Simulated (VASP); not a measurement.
# Ta16H3N17 in VASP: notebook, part 2 of 2

VASP 6.6.1.

## 3. Single point, PBE

This run uses another cell than the first one.

Input file INCAR:

```
  ALGO = Fast
  DIPOL = 0.5 0.5 0.461
  EDIFF = 1E-6
  ENCUT = 520
  GGA = PE
  IDIPOL = 3
  ISIF = 2
  ISMEAR = 0
  LASPH = T
  LCHARG = F
  LDIPOL = T
  LREAL = Auto
  LWAVE = F
  NBANDS = 156
  NELM = 60
  PREC = Accurate
  SIGMA = 0.1
```

Input file KPOINTS:

```
k-points
0
Gamma
  4 3 1
```

Input file POSCAR:

```
Ta16H3N17
1.0
    5.9003693593      0.0000000000      0.0000000000
   -2.9501846797      7.7265186178      0.0000000000
    0.0000000000      0.0000000000     25.1747554068
Ta N H
16 17 3
Direct
    0.2161193710      0.9322387421      0.3177786585
    0.2161193710      0.4322387421      0.3177786585
    0.7161193710      0.9322387421      0.3177786585
    0.7161193710      0.4322387421      0.3177786585
    0.0754626162      0.6509252325      0.3939032311
    0.0754626162      0.1509252325      0.3939032311
    0.5754626162      0.6509252325      0.3939032311
    0.5754626162      0.1509252325      0.3939032311
    0.9370949209      0.3716431411      0.4705913358
    0.9356842524      0.8712476728      0.4708012472
    0.4346822705      0.3716645992      0.4705912698
    0.4359211168      0.8715944798      0.4707426230
    0.7920923328      0.0830401367      0.5456320920
    0.7877614421      0.5756237347      0.5445492052
    0.2907078621      0.0829659501      0.5455938771
    0.2939503151      0.5878599904      0.5470718125
    0.8593432452      0.7186864905      0.3304660872
    0.8593432452      0.2186864905      0.3304660872
    0.3593432452      0.7186864905      0.3304660872
    0.3593432452      0.2186864905      0.3304660872
    0.7186864905      0.4373729810      0.4065906599
    0.7186864905      0.9373729810      0.4065906599
    0.2186864905      0.4373729810      0.4065906599
    0.2186864905      0.9373729810      0.4065906599
    0.5782268864      0.1562379289      0.4826990554
    0.5777403400      0.6567461396      0.4832418070
    0.0784004894      0.1565959211      0.4828554846
    0.0794124855      0.6568169620      0.4832699521
    0.4473452581      0.8945604393      0.5564467265
    0.4466255333      0.3894582690      0.5554596631
    0.9477731391      0.8958429397      0.5562324922
    0.9418225400      0.3889169688      0.5553460477
    1.2846052548      0.5890624803      0.6384647991
    1.1452829201      0.4804252772      0.6505367532
    1.4432822012      0.5855732180      0.6538517543
    1.2591964644      0.6972518398      0.6525895654
```

Potentials or basis: VASP PAW PBE potentials, release 64 (Ta_pv, N, H).

Started as:

```bash
cat potpaw_PBE.64/Ta_pv/POTCAR potpaw_PBE.64/N/POTCAR potpaw_PBE.64/H/POTCAR > POTCAR
mpirun -np 1 vasp_std > vasp.out
```

OUTCAR:

```text
EDIFF = 1E-6
   ENCUT = 520
   GGA = PE
   ISIF = 2
   ISMEAR = 0
   LASPH = T
   LREAL = Auto
   NELM = 60
   PREC = Accurate

 ion  position               nearest neighbor table
   1  0.216  0.932  0.318-  24 2.24  20 2.24  17 2.24  19 2.24   5 2.90   8 2.95   6 2.95   3 2.95
                             3 2.95
   2  0.216  0.432  0.318-  23 2.24  19 2.24  18 2.24  20 2.24   6 2.90   7 2.95   5 2.95   4 2.95
                             4 2.95
   3  0.716  0.932  0.318-  22 2.24  18 2.24  19 2.24  17 2.24   7 2.90   6 2.95   8 2.95   1 2.95
                             1 2.95
   4  0.716  0.432  0.318-  21 2.24  17 2.24  20 2.24  18 2.24   8 2.90   5 2.95   7 2.95   2 2.95
                             2 2.95
   5  0.075  0.651  0.394-  21 2.24  23 2.24  19 2.24  17 2.24  24 2.24  28 2.25   9 2.90   1 2.90
                             4 2.95   2 2.95   7 2.95   7 2.95  10 2.97  12 2.97
   6  0.075  0.151  0.394-  22 2.24  24 2.24  20 2.24  18 2.24  23 2.24  27 2.24   2 2.90  10 2.90
                             3 2.95   1 2.95   8 2.95   8 2.95   9 2.96  11 2.97
   7  0.575  0.651  0.394-  23 2.24  21 2.24  17 2.24  19 2.24  22 2.24  26 2.25  11 2.90   3 2.90
                             2 2.95   4 2.95   5 2.95   5 2.95  10 2.97  12 2.97
   8  0.575  0.151  0.394-  25 2.24  24 2.24  22 2.24  18 2.24  20 2.24  21 2.24   4 2.90  12 2.90
                             1 2.95   3 2.95   6 2.95   6 2.95  11 2.97   9 2.97
[... 1340 lines left out ...]

  FORCE on cell =-STRESS in cart. coord.  units (eV):
  Direction    XX          YY          ZZ          XY          YZ          ZX
  --------------------------------------------------------------------------------------
  -------------------------------------------------------------------------------------
  Total      -10.7422757    -43.5548786     -6.6621217     -0.0770723      1.1878362     -0.0216032
  in kB      -14.9961081    -60.8021694     -9.3002545     -0.1075922      1.6582073     -0.0301578
  external PRESSURE =     -28.3661773 kB  Pullay stress =       0.0000000 kB

 VOLUME and BASIS-vectors are now :
 -----------------------------------------------------------------------------
  energy-cutoff  :      520.00
  volume of cell :     1147.70
      direct lattice vectors                 reciprocal lattice vectors
     5.900369359  0.000000000  0.000000000     0.169480915  0.064712198  0.000000000
    -2.950184680  7.726518618  0.000000000     0.000000000  0.129424395  0.000000000
     0.000000000  0.000000000 25.174755407     0.000000000  0.000000000  0.039722332

 POSITION                                       TOTAL-FORCE (eV/Angst)
 -----------------------------------------------------------------------------------
     -1.47509      7.20296      8.00000         0.007445      0.250104      0.479189
     -0.00000      3.33970      8.00000         0.001433      0.245117      0.447874
      1.47509      7.20296      8.00000        -0.002123      0.252509      0.470569
      2.95018      3.33970      8.00000         0.005380      0.267835      0.502813
     -1.47509      5.02939      9.91642         0.056608      0.208117     -0.535364
     -0.00000      1.16613      9.91642         0.000901      0.163715     -0.526553
[... 28 lines left out ...]
      0.88798      4.52444     16.46056         0.000054      0.000962     -0.019268
     -0.52767      5.38733     16.42878         0.002502     -0.016941     -0.023727
 -----------------------------------------------------------------------------------
    total drift:                               -0.004123      0.006029      0.004299

  FREE ENERGIE OF THE ION-ELECTRON SYSTEM (eV)
  ---------------------------------------------------
  free  energy   TOTEN  =      -362.5369371229 eV

  energy  without entropy=     -362.4199737347  energy(sigma->0) =     -362.47845543

 vacuum level on the upper side and lower side of the slab         2.382         4.491
```

OSZICAR:

```text
N       E                     dE             d eps       ncg     rms          rms(c)
DAV:   1     0.252782520932E+04    0.25278E+04   -0.14022E+05  2616   0.149E+03
DAV:   2    -0.166317071212E+03   -0.26941E+04   -0.26359E+04  2676   0.395E+02
DAV:   3    -0.404944859934E+03   -0.23863E+03   -0.23554E+03  2576   0.109E+02
[... 26 lines left out ...]
RMM:  30    -0.362536913326E+03   -0.10958E-04   -0.20871E-06  1352   0.136E-03    0.143E-03
RMM:  31    -0.362536927530E+03   -0.14204E-04   -0.19887E-06  1509   0.149E-03    0.696E-04
RMM:  32    -0.362536933870E+03   -0.63397E-05   -0.10540E-06  1225   0.930E-04    0.368E-04
RMM:  33    -0.362536936393E+03   -0.25235E-05   -0.28725E-07   948   0.686E-04    0.132E-04
RMM:  34    -0.362536937123E+03   -0.72948E-06   -0.10351E-07   876   0.630E-04
   1 F= -.36253694E+03 E0= -.36247846E+03  d E =-.116963E+00
```

stdout:

```text
POSCAR found type information on POSCAR TaN H
 POSCAR found :  3 types and      36 ions
 scaLAPACK will be used
 LDA part: xc-table for (Slater+PW92), standard interpolation
 -----------------------------------------------------------------------------
|                                                                             |
|           W    W    AA    RRRRR   N    N  II  N    N   GGGG   !!!           |
|           W    W   A  A   R    R  NN   N  II  NN   N  G    G  !!!           |
|           W    W  A    A  R    R  N N  N  II  N N  N  G       !!!           |
|           W WW W  AAAAAA  RRRRR   N  N N  II  N  N N  G  GGG   !            |
|           WW  WW  A    A  R   R   N   NN  II  N   NN  G    G                |
|           W    W  A    A  R    R  N    N  II  N    N   GGGG   !!!           |
|                                                                             |
|     Your reciprocal lattice and k-lattice belong to different lattice       |
|     classes:                                                                |
|                                                                             |
|        The reciprocal lattice is base centered orthorhombic,                |
|        whereas your k-lattice is simple monoclinic.                         |
|                                                                             |
|     Results are often still useful ...                                      |
|                                                                             |
 -----------------------------------------------------------------------------

 POSCAR, INCAR and KPOINTS ok, starting setup
 FFT: planning ... GRIDC
 FFT: planning ... GRID_SOFT
 FFT: planning ... GRID
 WAVECAR not read
 entering main loop
```

Run time: 1.6 h. Hardware: 1 thread of Oxide Virtual Turin-like, shared host; peak memory 1.6 GiB.

What came out:

| Item | Value |
| --- | --- |
| Free energy | -362.5369 eV |
| Largest force | 0.701 eV/Å |
| Band gap on the k mesh | zero (bands 132 and 133 overlap by 0.38 eV) |

Forces on the atoms (eV/Å):
```
Ta   0.007  0.250  0.479
Ta   0.001  0.245  0.448
Ta  -0.002  0.253  0.471
Ta   0.005  0.268  0.503
Ta   0.057  0.208 -0.535
Ta   0.001  0.164 -0.527
Ta  -0.056  0.207 -0.540
Ta   0.002  0.186 -0.540
Ta   0.005  0.000 -0.004
Ta  -0.001 -0.008 -0.009
Ta  -0.007 -0.003 -0.010
Ta  -0.002 -0.010 -0.004
Ta  -0.005  0.027  0.031
Ta   0.000  0.042  0.024
Ta   0.004  0.026  0.033
Ta   0.002  0.019  0.021
N    0.001 -0.503  0.459
N    0.009 -0.486  0.470
N   -0.003 -0.503  0.489
N   -0.011 -0.484  0.465
N   -0.004  0.057 -0.517
N   -0.001  0.036 -0.440
N   -0.003  0.105 -0.476
N   -0.002  0.032 -0.443
N    0.000  0.000  0.002
N    0.000  0.001  0.002
N    0.001 -0.004  0.002
N    0.003  0.001  0.002
N   -0.002 -0.023  0.032
N   -0.008 -0.031  0.038
N    0.002 -0.035  0.031
N    0.006 -0.036  0.037
N   -0.004  0.000  0.066
H    0.000  0.016 -0.019
H    0.000  0.001 -0.019
H    0.003 -0.017 -0.024
```

Caveat: spin-orbit coupling is left out, which moves the levels of the heavy elements.
